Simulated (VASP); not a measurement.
Write the native input for VASP 6.6.1 that does the following.

```yaml
Task: relaxation of cell and atoms
Functional: PBE
Potentials_or_basis: VASP PAW PBE potentials, release 64 (Mg, O)
Cutoff: 600 eV
k_mesh: 4 × 4 × 4
Occupations: gaussian, width 0.1 eV
Spin: collinear spin, ferromagnetic start
Starting_moments: "[0.0, 0.0, 0.0, 0.0, 0.0, 1.0] μB"
Dipole_correction: no
Further_INCAR_settings: ALGO = Normal; EDIFF = 1e-06; IBRION = 2; EDIFFG = -0.04; NSW = 90; ISIF = 3
```

The structure of Mg5O lies in POSCAR:

```
Mg5O
1.0
    0.0000000000      3.6644584700      3.6644584700
    3.6644584700      0.0000000000      3.6644584700
    3.6644584700      3.6644584700      0.0000000000
Mg O
5 1
Direct
    0.3727328200      0.8757557300      0.8757557300
    0.8757557300      0.3727328200      0.8757557300
    0.8757557300      0.8757557300      0.3727328200
    0.8757557300      0.8757557300      0.8757557300
    0.5000000000      0.5000000000      0.5000000000
    0.2500000000      0.2500000000      0.2500000000
```

The cell was built from a structure type or drawn by symmetry, and may not be a known phase.

The input as run:

INCAR

```
SYSTEM = Mg5O
PREC     = Accurate       ! precision mode
ENCUT    = 600            ! plane-wave cutoff, eV
EDIFF    = 1E-6           ! SCF threshold, eV
ISMEAR   = 0              ! smearing method
SIGMA    = 0.1            ! smearing width, eV
LREAL    = .FALSE.        ! projectors in reciprocal space
LASPH    = .TRUE.         ! aspherical terms in the spheres
NELM     = 150            ! most SCF steps
ALGO     = Normal         ! electronic algorithm
ISIF     = 3              ! what is computed and relaxed
LWAVE    = .FALSE.        ! write WAVECAR
LCHARG   = .FALSE.        ! write CHGCAR
ISPIN    = 2              ! spin polarisation
MAGMOM   = 0 0 0 0 0 1    ! initial moments
LORBIT   = 11             ! projections on sites
GGA      = PE             ! functional
IBRION   = 2              ! ionic algorithm
NSW      = 90             ! ionic steps
EDIFFG   = -0.04          ! ionic threshold
```

KPOINTS

```
Automatic mesh
0
G
  4 4 4
  0 0 0
```

Potentials or basis: VASP PAW PBE potentials, release 64 (Mg, O).

The run is started by

```console
$ cat potpaw_PBE.64/Mg/POTCAR potpaw_PBE.64/O/POTCAR > POTCAR
$ mpirun -np 1 vasp_std > vasp.out
```

Results of the run:

```json
{"Relaxed volume": "21.79 Å³/atom", "Relaxed cell": "a = 5.697 Å, b = 5.697 Å, c = 5.697 Å, α = 60.00°, β = 60.00°, γ = 60.00°", "Space group after relaxing (to 0.1 Å)": "F-43m (No. 216)", "Energy gained by relaxing": "239.8 meV/atom", "Ionic steps": "6", "Pressure after relaxing": "0.2 GPa", "Largest force after relaxing": "0.009 eV/Å", "Net moment": "1.45 μB per cell", "Site moments": "Mg +0.03; O +0.53 μB", "Valence electrons inside the program's atomic spheres": "Mg 0.38, 0.32 (each value once); O 4.71"}
```

Caveat: the k points lie up to 0.34 Å⁻¹ apart in the final cell; the volume moved by over 15 % at a fixed basis, so the end points are rough.

Wall time 3.8 min on 1 thread of Intel(R) Xeon(R) Platinum 8488C (Sapphire Rapids), on a shared host, peak memory 0.32 GiB.
